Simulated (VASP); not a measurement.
Crystal: Co.

```
Co
1.0
     4.55005    0.00000    0.00000
     2.27503    3.94046    0.00000
     2.27503    1.31349    3.71510
Co
6
Direct
  0.25000 0.25000 0.25000
  0.00000 0.00000 0.00000
  0.62500 0.62500 0.12500
  0.62500 0.12500 0.62500
  0.12500 0.62500 0.62500
  0.62500 0.62500 0.62500
```

This isn't the form of Co at room conditions, which is hcp.

Program: VASP 6.6.1. Alike in all runs: task single point; potentials or basis VASP PAW PBE potentials, release 64 (Co); spin collinear, ferromagnetic start; cell as given; k mesh 6 × 6 × 6; cutoff (eV) 520; smearing fermi-dirac 0.05 eV.

Problem. Order these runs on this cell by their pressure, lowest first.
A. level r2SCAN
B. level BLYP
C. level PBEsol

Solution. C (-3.6 GPa), A (3.0 GPa), B (14.6 GPa).

Caveats: the PAW data sets were made with another functional, which shifts forces and pressure a little; the cell stands under pressure (at least some runs); the cell stands under tension (at least some runs).
